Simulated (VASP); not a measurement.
# GaP (F-43m) in VASP: further runs, part 2 of 2

VASP 6.6.1. Earlier steps stand in the parts before.

## (3) Relaxation of cell and atoms, PBEsol

This run uses another cell than the first one, of 20.25 Å³/atom, 1.007 times its volume.

The input, INCAR:

```
SYSTEM = GaP
PREC = Accurate ; ENCUT = 600
EDIFF = 1E-7 ; ISMEAR = 0
SIGMA = 0.02 ; LREAL = .False.
LASPH = .True. ; NELM = 60
ALGO = Normal ; ISIF = 3
LWAVE = .False. ; LCHARG = .False.
GGA = PS ; IBRION = 2
NSW = 100 ; EDIFFG = -0.005
```

The input, KPOINTS:

```
regular mesh
0
Gamma
  8 8 8
  0 0 0
```

The input, POSCAR:

```
GaP
1.0
    0.0000000000      2.7258124945      2.7258124945
    2.7258124945      0.0000000000      2.7258124945
    2.7258124945      2.7258124945      0.0000000000
Ga P
1 1
Direct
    0.0000000000      0.0000000000      0.0000000000
    0.2500000000      0.2500000000      0.2500000000
```

Potentials or basis: VASP PAW PBE potentials, release 64 (Ga_d, P).

Command:

```console
$ cat potpaw_PBE.64/Ga_d/POTCAR potpaw_PBE.64/P/POTCAR > POTCAR
$ mpirun -np 1 vasp_std > vasp.out
```

OUTCAR:

```text
SYSTEM = GaP
   PREC = Accurate
   ENCUT = 600
   EDIFF = 1E-7
   ISMEAR = 0
   LREAL = .False.
   LASPH = .True.
   NELM = 60
   ISIF = 3
   GGA = PS
   IBRION = 2
   NSW = 100
   EDIFFG = -0.005

 ion  position               nearest neighbor table
   1  0.000  0.000  0.000-   2 2.36   2 2.36   2 2.36   2 2.36
   2  0.250  0.250  0.250-   1 2.36   1 2.36   1 2.36   1 2.36

  LATTYP: Found a face centered cubic cell.
 ALAT       =     5.4516249890

  Lattice vectors:

 A1 = (   0.0000000000,   2.7258124945,   2.7258124945)
 A2 = (   2.7258124945,   0.0000000000,   2.7258124945)
 A3 = (   2.7258124945,   2.7258124945,   0.0000000000)

Analysis of symmetry for initial positions (statically):
=====================================================================
 Subroutine PRICEL returns:
 Original cell was already a primitive cell.

 Routine SETGRP: Setting up the symmetry group for a
 face centered cubic supercell.

 Subroutine GETGRP returns: Found 24 space group operations
 (whereof 24 operations were pure point group operations)
 out of a pool of 48 trial point group operations.

The static configuration has the point symmetry T_d .

Analysis of symmetry for dynamics (positions and initial velocities):
=====================================================================
 Subroutine PRICEL returns:
 Original cell was already a primitive cell.

 Routine SETGRP: Setting up the symmetry group for a
 face centered cubic supercell.

 Subroutine GETGRP returns: Found 24 space group operations
 (whereof 24 operations were pure point group operations)
 out of a pool of 48 trial point group operations.

The dynamic configuration has the point symmetry T_d .

 Subroutine INISYM returns: Found 24 space group operations
 (whereof 24 operations are pure point group operations),
 and found     1 'primitive' translations

----------------------------------------------------------------------------------------

                                     Primitive cell

  volume of cell :      40.5059

  direct lattice vectors                    reciprocal lattice vectors
     0.000000000  2.725812494  2.725812494    -0.183431546  0.183431546  0.183431546
     2.725812494  0.000000000  2.725812494     0.183431546 -0.183431546  0.183431546
     2.725812494  2.725812494  0.000000000     0.183431546  0.183431546 -0.183431546

  length of vectors
     3.854880998  3.854880998  3.854880998     0.317712757  0.317712757  0.317712757

  position of ions in fractional coordinates (direct lattice)
     0.000000000  0.000000000  0.000000000
     0.250000000  0.250000000  0.250000000

  ion indices of the primitive-cell ions
   primitive index   ion index
                 1           1
                 2           2

----------------------------------------------------------------------------------------

 KPOINTS: regular mesh

Automatic generation of k-mesh.
 Grid dimensions read from file:
 generate k-points for:    8    8    8

 Generating k-lattice:

  Cartesian coordinates                     Fractional coordinates (reciprocal lattice)
    -0.022928943  0.022928943  0.022928943     0.125000000  0.000000000  0.000000000
     0.022928943 -0.022928943  0.022928943     0.000000000  0.125000000  0.000000000
[... 52 lines left out ...]
   ISPIN  =      1    spin polarized calculation?
   LNONCOLLINEAR =      F non collinear calculations
   LSORBIT =      F    spin-orbit coupling
   LASPH  =      T    aspherical Exc in radial PAW
   ENCUT  =  600.0 eV  44.10 Ry    6.64 a.u.   7.70  7.70  7.70*2*pi/ulx,y,z
   NELM   =     60;   NELMIN=  2; NELMDL= -5     # of ELM steps
   EDIFF  = 0.1E-06   stopping-criterion for ELM
   LREAL  =      F    real-space projection
   EDIFFG = -.5E-02   stopping-criterion for IOM
   NSW    =    100    number of steps for IOM
   IBRION =      2    ionic relax: 0-MD 1-quasi-New 2-CG
   NFREE  =      1    steps in history (QN), initial steepest desc. (CG)
   ISIF   =      3    stress and relaxation
   ISYM   =      2    0-nonsym 1-usesym 2-fastsym
   POTIM  = 0.5000    time-step for ionic-motion
   TEBEG  =    0.0;   TEEND  =   0.0 temperature during run
   PSTRESS=    0.0 pullay stress
   NELECT =      18.0000    total number of electrons
   NUPDOWN=      -1.0000    fix difference up-down
   EMIN   =  10.00;   EMAX   =-10.00  energy-range for DOS
   EFERMI =   0.00;   METHOD = LEGACY
   ISMEAR =     0;   SIGMA  =   0.02  broadening in eV -4-tet -1-fermi 0-gaus
   EFERMI_NEDOS =   21; number of points for ismear=-14 and -15
   IALGO  =     38    algorithm
   IMIX   =      4    mixing-type and parameters
     AMIX     =   0.40;   BMIX     =  1.00
     AMIX_MAG =   1.60;   BMIX_MAG =  1.00
  volume/ion in A,a.u.               =      20.25       136.67
  Fermi-wavevector in a.u.,A,eV,Ry     =   1.249280  2.360796 21.234610  1.560700
  Thomas-Fermi vector in A             =   2.383328
   LORBIT       =      0    0 simple, 1 ext, 2 COOP (PROOUT), +10 PAW based schemes
   GGA     = PS    functional components
   LHFCALC =     F    Hartree Fock is set to
   AEXX    =    0.0000 exact exchange contribution
   IVDW    =     0    specifies the selected vdW correction
   LEPSILON=     F    determine dielectric tensor
   LRPA    =     F    only Hartree local field effects (RPA)
 conjugate gradient relaxation of ions
 non-spin polarized calculation
 Gauss-broadening in eV      SIGMA  =   0.02
  energy-cutoff  :      600.00
  volume of cell :       40.51
 maximum number of plane-waves:      1366
   NGX = 15   NGY = 15   NGZ = 15

--------------------------------------- Ionic step        1  -------------------------------------------

 number of electron      18.0000003 magnetization

 Free energy of the ion-electron system (eV)
  ---------------------------------------------------
  ext. energy  EPLUGINS =         0.00000000
  ---------------------------------------------------
  free energy    TOTEN  =        -9.92045935 eV

  energy without entropy =       -9.92045935  energy(sigma->0) =       -9.92045935

------------------------ aborting loop because EDIFF is reached ----------------------------------------

  FORCE on cell =-STRESS in cart. coord.  units (eV):
  Direction    XX          YY          ZZ          XY          YZ          ZX
  --------------------------------------------------------------------------------------
  -------------------------------------------------------------------------------------
  Total       -0.1709805     -0.1709805     -0.1709805      0.0000000     -0.0000000     -0.0000000
  in kB       -6.7629964     -6.7629964     -6.7629964      0.0000000     -0.0000000     -0.0000000
  external PRESSURE =      -6.7629964 kB  Pullay stress =       0.0000000 kB
[... 59 lines left out ...]
--------------------------------------- Ionic step        3  -------------------------------------------

 number of electron      18.0000006 magnetization

 Free energy of the ion-electron system (eV)
  ---------------------------------------------------
  ext. energy  EPLUGINS =         0.00000000
  ---------------------------------------------------
  free energy    TOTEN  =        -9.92116345 eV

  energy without entropy =       -9.92116345  energy(sigma->0) =       -9.92116345

 E-fermi :   4.7548     XC(G=0): -10.0554

 val. band max:        4.6460826431   @ k =   0.0000   0.0000   0.0000
 cond. band min:       6.1471072634   @ k =   0.5000   0.5000   0.0000
 fundamental gap:      1.5010246203
 Fermi energy:         4.7548447246

 k-point     1 :       0.0000    0.0000    0.0000
  band No.  band energies     occupation
      1      -9.9087      2.00000
      2      -9.9087      2.00000
      3      -9.9087      2.00000
      4      -9.8056      2.00000
      5      -9.8056      2.00000
      6      -7.9353      2.00000
      7       4.6461      2.00000
      8       4.6461      2.00000
      9       4.6461      2.00000
     10       6.4587      0.00000
     11       8.4707      0.00000
     12       8.4707      0.00000
     13       8.4707      0.00000
[... 354 lines left out ...]
  band No.  band energies     occupation
      1      -9.9999      2.00000
      2      -9.8769      2.00000
      3      -9.8642      2.00000
      4      -9.8112      2.00000
      5      -9.7981      2.00000
      6      -5.4049      2.00000
      7      -1.8635      2.00000
      8       1.3773      2.00000
      9       2.6633      2.00000
     10       8.0613      0.00000
     11       8.8341      0.00000
     12      11.0773      0.00000
     13      12.5061      0.00000

 [... further k-points ...]

------------------------ aborting loop because EDIFF is reached ----------------------------------------

  FORCE on cell =-STRESS in cart. coord.  units (eV):
  Direction    XX          YY          ZZ          XY          YZ          ZX
  --------------------------------------------------------------------------------------
  -------------------------------------------------------------------------------------
  Total       -0.0013487     -0.0013487     -0.0013487      0.0000000      0.0000000      0.0000000
  in kB       -0.0537857     -0.0537857     -0.0537857      0.0000000      0.0000000      0.0000000
  external PRESSURE =      -0.0537857 kB  Pullay stress =       0.0000000 kB
[... 17 lines left out ...]
  FREE ENERGIE OF THE ION-ELECTRON SYSTEM (eV)
  ---------------------------------------------------
  free  energy   TOTEN  =        -9.9211634534 eV

  energy  without entropy=       -9.9211634534  energy(sigma->0) =       -9.92116345

 reached required accuracy - stopping structural energy minimisation
```

CONTCAR:

```text
GaP
   1.00000000000000
     0.0000000000000000    2.7183923159056791    2.7183923159056791
     2.7183923159056791   -0.0000000000000000    2.7183923159056791
     2.7183923159056791    2.7183923159056791   -0.0000000000000000
  Ga              P
     1     1
Direct
     0.0000000000000000    0.0000000000000000    0.0000000000000000
     0.2500000000000000    0.2500000000000000    0.2500000000000000

  0.00000000E+00  0.00000000E+00  0.00000000E+00
  0.00000000E+00  0.00000000E+00  0.00000000E+00
```

Wall time 23 s (1 thread of AMD EPYC 9R45 (Zen 5), shared host); peak memory 0.16 GiB.

What came out:

```yaml
Free_energy: -9.9212 eV
Relaxed_volume: 20.09 Å³/atom
Relaxed_cell: a = 3.844 Å, b = 3.844 Å, c = 3.844 Å, α = 60.00°, β = 60.00°, γ = 60.00°
Space_group_after_relaxing_to_0.05_Å: F-43m (No. 216)
Energy_gained_by_relaxing: 0.4 meV/atom
Ionic_steps: 3
Pressure_after_relaxing: 0.0 GPa
Band_gap_on_the_k_mesh: 1.50 eV, indirect (least direct gap 1.81 eV)
```

The path:
```
step  energy change (eV)  largest force (eV/Å)  pressure (GPa)  volume (Å³)
   1              0.0000                0.0000           -0.68        40.51
   2             -0.0005                0.0000            0.39        40.01
   3             -0.0007                0.0000           -0.01        40.18
```

Final structure:
```yaml
crystal:
  lattice:
    - [0.00000, 2.71839, 2.71839]
    - [2.71839, 0.00000, 2.71839]
    - [2.71839, 2.71839, 0.00000]
  atoms:
    - { symbol: Ga, position: [0.00000, 0.00000, 0.00000] }
    - { symbol: P, position: [0.25000, 0.25000, 0.25000] }
```

Caveat: the PAW data sets were made with another functional, which shifts forces and pressure a little.

## (4) Single point, PBEsol

This run uses another cell than the first one, of 20.25 Å³/atom, 1.007 times its volume.

The input, INCAR:

```
PREC     = Accurate       # precision mode
ENCUT    = 500            # plane-wave cutoff, eV
EDIFF    = 1E-6           # SCF threshold, eV
ISMEAR   = 0              # smearing method
SIGMA    = 0.1            # smearing width, eV
LREAL    = False          # projectors in reciprocal space
LASPH    = True           # aspherical terms in the spheres
NELM     = 120            # most SCF steps
ALGO     = Normal         # electronic algorithm
ISIF     = 2              # what is computed and relaxed
LWAVE    = False          # write WAVECAR
LCHARG   = False          # write CHGCAR
GGA      = PS             # functional
NBANDS   = 16             # bands
GGA_COMPAT= False
```

The input, KPOINTS:

```
Automatic mesh
0
Gamma
  6 6 6
```

POSCAR is that of step 3.

Command:

```console
$ cat potpaw_PBE.64/Ga_d/POTCAR potpaw_PBE.64/P/POTCAR > POTCAR
$ mpirun -np 1 vasp_std > vasp.out
```

Wall time 8 s (1 thread of Intel Xeon Platinum 8375C at 2.90GHz (Ice Lake), shared host); peak memory 0.15 GiB.

The run converged. Its results:

```yaml
Free_energy: -9.9055 eV
Pressure: -0.7 GPa
Band_gap_on_the_k_mesh: 1.51 eV, indirect (least direct gap 1.74 eV)
```

Levels at points of the mesh, in eV from the valence-band top:
| k point | band 7 | band 8 | band 9 | band 10 | band 11 | band 12 |
| --- | --- | --- | --- | --- | --- | --- |
| (0.00, 0.00, 0.00) | 0.00 | 0.00 | 0.00 | 1.74 | 3.82 | 3.82 |
| (0.50, 0.00, 0.00) | -6.70 | -1.13 | -1.13 | 1.58 | 4.65 | 4.65 |
| (0.50, 0.50, 0.00) | -6.81 | -2.71 | -2.71 | 1.51 | 1.71 | 10.54 |

Caveat: the PAW data sets were made with another functional, which shifts forces and pressure a little. A k mesh can miss the band edges.

## (5) Summary

| task | cell | k mesh | cutoff (eV) | smearing | gap on the mesh (eV) | pressure (GPa) |
| --- | --- | --- | --- | --- | --- | --- |
| single point | a = 3.846 Å, angles 60.0°, 2 atoms | 8 × 8 × 8 | 520 | gaussian 0.02 eV | 1.50 | -0.1 |
| relaxation of cell and atoms | relaxed from a = 3.855 Å, angles 60.0°, 2 atoms | 8 × 8 × 8 | 600 | gaussian 0.02 eV | 1.50 | 0.0 |
| single point | a = 3.855 Å, angles 60.0°, 2 atoms | 6 × 6 × 6 | 500 | gaussian 0.1 eV | 1.51 | -0.7 |

Alike in all rows: level PBEsol; potentials or basis VASP PAW PBE potentials, release 64 (Ga_d, P); no spin polarisation.

Caveats: the PAW data sets were made with another functional, which shifts forces and pressure a little.

Absolute energies hang on the potentials; compare differences alone.
